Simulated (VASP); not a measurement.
# Sn (Fd-3m) in VASP: relaxation of cell and atoms with r2SCAN

Aim: the relaxation of cell and atoms of Sn with r2SCAN.

Program: VASP 6.6.1. These are calculated values, not measurements. Logs are shortened: lines on timing, memory, paths and dates and some standing lists are left out, and cuts for length are marked.

## 1. The cell of the first run

Symmetry: Fd-3m, No. 227, cubic system. Conventional cell: a = 6.570 Å, b = 6.570 Å, c = 6.570 Å, α = 90.00°, β = 90.00°, γ = 90.00°. Within 3.7 Å of Sn (site symmetry -43m) lie 4 Sn at 2.84 Å.

This isn't the form of Sn at room conditions, which is tetragonal (white tin).

## 2. Relaxation of cell and atoms, r2SCAN

File POSCAR:

```
Sn
1.0
    0.0000000000      3.2849869970      3.2849869970
    3.2849869970      0.0000000000      3.2849869970
    3.2849869970      3.2849869970      0.0000000000
Sn
2
Direct
    0.0000000000      0.0000000000      0.0000000000
    0.2500000000      0.2500000000      0.2500000000
```

File INCAR.step1:

```
SYSTEM = Sn
  ALGO = Normal
  EDIFF = 1E-4
  ENCUT = 600
  GGA = PE
  ISMEAR = 0
  LASPH = .True.
  LCHARG = .False.
  LREAL = .False.
  LWAVE = .True.
  NELM = 80
  PREC = Accurate
  SIGMA = 0.1
```

File INCAR.step2:

```
SYSTEM = Sn
  ALGO = Normal
  EDIFF = 1E-7
  EDIFFG = -0.01
  ENCUT = 600
  IBRION = 2
  ISIF = 3
  ISMEAR = 0
  ISTART = 1
  LASPH = .True.
  LCHARG = .False.
  LMIXTAU = .True.
  LREAL = .False.
  LWAVE = .False.
  METAGGA = R2SCAN
  NELM = 80
  NSW = 100
  PREC = Accurate
  SIGMA = 0.1
```

File KPOINTS:

```
k-points
0
Gamma
  14 14 14
  0 0 0
```

Potentials or basis: VASP PAW PBE potentials, release 64 (Sn_d).

Run with:

```bash
> cat potpaw_PBE.64/Sn_d/POTCAR > POTCAR
> cp INCAR.step1 INCAR
> mpirun -np 1 vasp_std > vasp.out
> cp INCAR.step2 INCAR
> mpirun -np 1 vasp_std > vasp.out
```

OUTCAR:

```text
SYSTEM = Sn
   EDIFF = 1E-7
   EDIFFG = -0.01
   ENCUT = 600
   IBRION = 2
   ISIF = 3
   ISMEAR = 0
   ISTART = 1
   LASPH = .True.
   LREAL = .False.
   METAGGA = R2SCAN
   NELM = 80
   NSW = 100
   PREC = Accurate

 ion  position               nearest neighbor table
   1  0.000  0.000  0.000-   2 2.84   2 2.84   2 2.84   2 2.84
   2  0.250  0.250  0.250-   1 2.84   1 2.84   1 2.84   1 2.84

  LATTYP: Found a face centered cubic cell.
 ALAT       =     6.5699739940

  Lattice vectors:

 A1 = (   0.0000000000,   3.2849869970,   3.2849869970)
 A2 = (   3.2849869970,   0.0000000000,   3.2849869970)
 A3 = (   3.2849869970,   3.2849869970,   0.0000000000)

Analysis of symmetry for initial positions (statically):
=====================================================================
 Subroutine PRICEL returns:
 Original cell was already a primitive cell.

 Routine SETGRP: Setting up the symmetry group for a
 face centered cubic supercell.

 Subroutine GETGRP returns: Found 48 space group operations
 (whereof 24 operations were pure point group operations)
 out of a pool of 48 trial point group operations.

The static configuration has the point symmetry T_d .
 The point group associated with its full space group is O_h .

Analysis of symmetry for dynamics (positions and initial velocities):
=====================================================================
 Subroutine PRICEL returns:
 Original cell was already a primitive cell.

 Routine SETGRP: Setting up the symmetry group for a
 face centered cubic supercell.

 Subroutine GETGRP returns: Found 48 space group operations
 (whereof 24 operations were pure point group operations)
 out of a pool of 48 trial point group operations.

The dynamic configuration has the point symmetry T_d .
 The point group associated with its full space group is O_h .

 Subroutine INISYM returns: Found 48 space group operations
 (whereof 24 operations are pure point group operations),
 and found     1 'primitive' translations

----------------------------------------------------------------------------------------

                                     Primitive cell

  volume of cell :      70.8975

  direct lattice vectors                    reciprocal lattice vectors
     0.000000000  3.284986997  3.284986997    -0.152207604  0.152207604  0.152207604
     3.284986997  0.000000000  3.284986997     0.152207604 -0.152207604  0.152207604
     3.284986997  3.284986997  0.000000000     0.152207604  0.152207604 -0.152207604

  length of vectors
     4.645673163  4.645673163  4.645673163     0.263631303  0.263631303  0.263631303

  position of ions in fractional coordinates (direct lattice)
     0.000000000  0.000000000  0.000000000
     0.250000000  0.250000000  0.250000000

  ion indices of the primitive-cell ions
   primitive index   ion index
                 1           1
                 2           2

----------------------------------------------------------------------------------------

 KPOINTS: k-points

Automatic generation of k-mesh.
 Grid dimensions read from file:
 generate k-points for:   14   14   14

 Generating k-lattice:

  Cartesian coordinates                     Fractional coordinates (reciprocal lattice)
    -0.010871972  0.010871972  0.010871972     0.071428571  0.000000000  0.000000000
     0.010871972 -0.010871972  0.010871972     0.000000000  0.071428571  0.000000000
     0.010871972  0.010871972 -0.010871972     0.000000000  0.000000000  0.071428571

  Length of vectors
     0.018830807  0.018830807  0.018830807

  Shift w.r.t. Gamma in fractional coordinates (k-lattice)
     0.000000000  0.000000000  0.000000000

 Subroutine IBZKPT returns following result:
 ===========================================

 Found    104 irreducible k-points:

 Following reciprocal coordinates:
            Coordinates               Weight
  0.000000  0.000000  0.000000      1.000000
  0.071429  0.000000  0.000000      8.000000
  0.142857  0.000000  0.000000      8.000000
  0.214286  0.000000  0.000000      8.000000
  0.285714  0.000000  0.000000      8.000000
  0.357143  0.000000  0.000000      8.000000
[... 16 lines left out ...]
  0.214286  0.142857  0.000000     24.000000
  0.285714  0.142857  0.000000     24.000000
 [... further k-points ...]
   k-points           NKPTS =    104   k-points in BZ     NKDIM =    104   number of bands    NBANDS=     18
   number of dos      NEDOS =    301   number of ions     NIONS =      2
   total plane-waves  NPLWV =  64000
   dimension x,y,z NGX =    40 NGY =   40 NGZ =   40
   dimension x,y,z NGXF=    80 NGYF=   80 NGZF=   80
   ions per type =               2
   NGX,Y,Z   is equivalent  to a cutoff of  14.31, 14.31, 14.31 a.u.
   NGXF,Y,Z  is equivalent  to a cutoff of  28.63, 28.63, 28.63 a.u.
 SYSTEM =  Sn
   PREC   = accura    normal or accurate (medium, high low for compatibility)
   ISTART =      1    job   : 0-new  1-cont  2-samecut
   ICHARG =      0    charge: 1-file 2-atom 10-const
   ISPIN  =      1    spin polarized calculation?
   LNONCOLLINEAR =      F non collinear calculations
   LSORBIT =      F    spin-orbit coupling
   LASPH  =      T    aspherical Exc in radial PAW
   ENCUT  =  600.0 eV  44.10 Ry    6.64 a.u.   9.28  9.28  9.28*2*pi/ulx,y,z
   NELM   =     80;   NELMIN=  2; NELMDL=  0     # of ELM steps
   EDIFF  = 0.1E-06   stopping-criterion for ELM
   LREAL  =      F    real-space projection
   EDIFFG = -.1E-01   stopping-criterion for IOM
   NSW    =    100    number of steps for IOM
   IBRION =      2    ionic relax: 0-MD 1-quasi-New 2-CG
   NFREE  =      1    steps in history (QN), initial steepest desc. (CG)
   ISIF   =      3    stress and relaxation
   ISYM   =      2    0-nonsym 1-usesym 2-fastsym
   POTIM  = 0.5000    time-step for ionic-motion
   TEBEG  =    0.0;   TEEND  =   0.0 temperature during run
   PSTRESS=    0.0 pullay stress
   NELECT =      28.0000    total number of electrons
   NUPDOWN=      -1.0000    fix difference up-down
   EMIN   =  10.00;   EMAX   =-10.00  energy-range for DOS
   EFERMI =   0.00;   METHOD = LEGACY
   ISMEAR =     0;   SIGMA  =   0.10  broadening in eV -4-tet -1-fermi 0-gaus
   EFERMI_NEDOS =   21; number of points for ismear=-14 and -15
   IALGO  =     38    algorithm
   IMIX   =      4    mixing-type and parameters
     AMIX     =   0.40;   BMIX     =  1.00
     AMIX_MAG =   1.60;   BMIX_MAG =  1.00
  volume/ion in A,a.u.               =      35.45       239.22
  Fermi-wavevector in a.u.,A,eV,Ry     =   1.201113  2.269774 19.628749  1.442672
  Thomas-Fermi vector in A             =   2.336931
   LORBIT       =      0    0 simple, 1 ext, 2 COOP (PROOUT), +10 PAW based schemes
   METAGGA = R2SCAN    functional components
   LHFCALC =     F    Hartree Fock is set to
   AEXX    =    0.0000 exact exchange contribution
   IVDW    =     0    specifies the selected vdW correction
   LEPSILON=     F    determine dielectric tensor
   LRPA    =     F    only Hartree local field effects (RPA)
 conjugate gradient relaxation of ions
 non-spin polarized calculation
 Gauss-broadening in eV      SIGMA  =   0.10
  energy-cutoff  :      600.00
  volume of cell :       70.90
 maximum number of plane-waves:      2421
 NGX is ok and might be reduce to    40
   NGX = 19   NGY = 19   NGZ = 19

--------------------------------------- Ionic step        1  -------------------------------------------

 number of electron      27.9999999 magnetization

 Free energy of the ion-electron system (eV)
  ---------------------------------------------------
  ext. energy  EPLUGINS =         0.00000000
  ---------------------------------------------------
  free energy    TOTEN  =       -49.49828958 eV

  energy without entropy =      -49.49791372  energy(sigma->0) =      -49.49810165

------------------------ aborting loop because EDIFF is reached ----------------------------------------

  FORCE on cell =-STRESS in cart. coord.  units (eV):
  Direction    XX          YY          ZZ          XY          YZ          ZX
  --------------------------------------------------------------------------------------
  -------------------------------------------------------------------------------------
  Total       -0.0285092     -0.0285092     -0.0285092     -0.0000000      0.0000000     -0.0000000
  in kB       -0.6442656     -0.6442656     -0.6442656     -0.0000000      0.0000000     -0.0000000
  external PRESSURE =      -0.6442656 kB  Pullay stress =       0.0000000 kB

 VOLUME and BASIS-vectors are now :
 -----------------------------------------------------------------------------
  energy-cutoff  :      600.00
  volume of cell :       70.90
      direct lattice vectors                 reciprocal lattice vectors
     0.000000000  3.284986997  3.284986997    -0.152207604  0.152207604  0.152207604
     3.284986997  0.000000000  3.284986997     0.152207604 -0.152207604  0.152207604
     3.284986997  3.284986997  0.000000000     0.152207604  0.152207604 -0.152207604

 POSITION                                       TOTAL-FORCE (eV/Angst)
 -----------------------------------------------------------------------------------
      0.00000      0.00000      0.00000        -0.000000     -0.000000     -0.000000
      1.64249      1.64249      1.64249         0.000000      0.000000      0.000000
 -----------------------------------------------------------------------------------
    total drift:                               -0.000000     -0.000000      0.000000

  FREE ENERGIE OF THE ION-ELECTRON SYSTEM (eV)
  ---------------------------------------------------
  free  energy   TOTEN  =       -49.4982895823 eV

  energy  without entropy=      -49.4979137243  energy(sigma->0) =      -49.49810165

--------------------------------------- Ionic step        2  -------------------------------------------

 number of electron      27.9999999 magnetization

 Free energy of the ion-electron system (eV)
  ---------------------------------------------------
  ext. energy  EPLUGINS =         0.00000000
  ---------------------------------------------------
  free energy    TOTEN  =       -49.49830850 eV

  energy without entropy =      -49.49794598  energy(sigma->0) =      -49.49812724

 E-fermi :   5.2243     XC(G=0):  -9.4281

 val. band max:        5.2174903149   @ k =   0.0000   0.0000   0.0000
 cond. band min:       5.2779853460   @ k =   0.5000   0.0000   0.0000
 fundamental gap:      0.0604950311
 Fermi energy:         5.2243040638

 k-point     1 :       0.0000    0.0000    0.0000
  band No.  band energies     occupation
      1     -17.1244      2.00000
      2     -17.1244      2.00000
      3     -17.1244      2.00000
      4     -17.0625      2.00000
      5     -17.0625      2.00000
      6     -16.7672      2.00000
[... 10 lines left out ...]
     17       7.4313      0.00000
     18       7.4313      0.00000

 k-point     2 :       0.0714    0.0000    0.0000
  band No.  band energies     occupation
      1     -17.1284      2.00000
      2     -17.1284      2.00000
      3     -17.1232      2.00000
      4     -17.0570      2.00000
      5     -17.0570      2.00000
      6     -16.7755      2.00000
[... 10 lines left out ...]
     17       7.5685      0.00000
     18       7.6541      0.00000

 k-point     3 :       0.1429    0.0000    0.0000
  band No.  band energies     occupation
      1     -17.1369      2.00000
      2     -17.1369      2.00000
      3     -17.1198      2.00000
      4     -17.0445      2.00000
      5     -17.0445      2.00000
      6     -16.7884      2.00000
[... 412 lines left out ...]
 k-point    23 :       0.2143    0.1429    0.0000
  band No.  band energies     occupation
      1     -17.1461      2.00000
      2     -17.1414      2.00000
      3     -17.1251      2.00000
      4     -17.0364      2.00000
      5     -17.0084      2.00000
      6     -16.8442      2.00000
[... 10 lines left out ...]
     17       9.0826      0.00000
     18       9.1796      0.00000

 k-point    24 :       0.2857    0.1429    0.0000
  band No.  band energies     occupation
      1     -17.1579      2.00000
      2     -17.1485      2.00000
      3     -17.1136      2.00000
      4     -17.0236      2.00000
      5     -16.9934      2.00000
      6     -16.8583      2.00000
[... 10 lines left out ...]
     17       9.3933      0.00000
     18       9.5241      0.00000

 [... further k-points ...]

------------------------ aborting loop because EDIFF is reached ----------------------------------------

  FORCE on cell =-STRESS in cart. coord.  units (eV):
  Direction    XX          YY          ZZ          XY          YZ          ZX
  --------------------------------------------------------------------------------------
  -------------------------------------------------------------------------------------
  Total        0.0114764      0.0114764      0.0114764      0.0000000      0.0000000      0.0000000
  in kB        0.2598861      0.2598861      0.2598861      0.0000000      0.0000000      0.0000000
  external PRESSURE =       0.2598861 kB  Pullay stress =       0.0000000 kB

 VOLUME and BASIS-vectors are now :
 -----------------------------------------------------------------------------
  energy-cutoff  :      600.00
  volume of cell :       70.75
      direct lattice vectors                 reciprocal lattice vectors
    -0.000000000  3.282727976  3.282727976    -0.152312346  0.152312346  0.152312346
     3.282727976  0.000000000  3.282727976     0.152312346 -0.152312346  0.152312346
     3.282727976  3.282727976  0.000000000     0.152312346  0.152312346 -0.152312346

 POSITION                                       TOTAL-FORCE (eV/Angst)
 -----------------------------------------------------------------------------------
      6.56546      6.56546      6.56546         0.000000      0.000000      0.000000
      1.64136      1.64136      1.64136        -0.000000     -0.000000     -0.000000
 -----------------------------------------------------------------------------------
    total drift:                               -0.000000     -0.000000      0.000000

  FREE ENERGIE OF THE ION-ELECTRON SYSTEM (eV)
  ---------------------------------------------------
  free  energy   TOTEN  =       -49.4983085026 eV

  energy  without entropy=      -49.4979459835  energy(sigma->0) =      -49.49812724

 reached required accuracy - stopping structural energy minimisation
```

It took 20 min on 1 thread of Oxide Virtual Turin-like, shared host; peak memory 0.32 GiB.

What came out:

```yaml
Free_energy: -49.4983 eV
Relaxed_volume: 35.38 Å³/atom
Relaxed_cell: a = 4.642 Å, b = 4.642 Å, c = 4.642 Å, α = 60.00°, β = 60.00°, γ = 60.00°
Space_group_after_relaxing_to_0.1_Å: Fd-3m (No. 227)
Energy_gained_by_relaxing: 0.0 meV/atom
Ionic_steps: 2
Pressure_after_relaxing: 0.0 GPa
Band_gap_on_the_k_mesh: zero (filled and empty bands touch)
```

Final structure:
```
Sn
1.0
     0.00000    3.28273    3.28273
     3.28273    0.00000    3.28273
     3.28273    3.28273    0.00000
Sn
2
Direct
  0.00000 0.00000 0.00000
  0.25000 0.25000 0.25000
```

Levels at points of the mesh, in eV from the Fermi level:
| k point | band 12 | band 13 | band 14 | band 15 | band 16 | band 17 |
| --- | --- | --- | --- | --- | --- | --- |
| (0.00, 0.00, 0.00) | -0.63 | -0.01 | -0.01 | -0.01 | 2.21 | 2.21 |
| (0.50, 0.00, 0.00) | -6.47 | -1.23 | -1.23 | 0.05 | 3.34 | 3.34 |
| (0.50, 0.50, 0.00) | -7.75 | -2.57 | -2.57 | 0.94 | 0.94 | 7.92 |

Caveat: the PAW data sets were made with another functional, which shifts forces and pressure a little; spin-orbit coupling is left out, which moves the levels of the heavy elements.
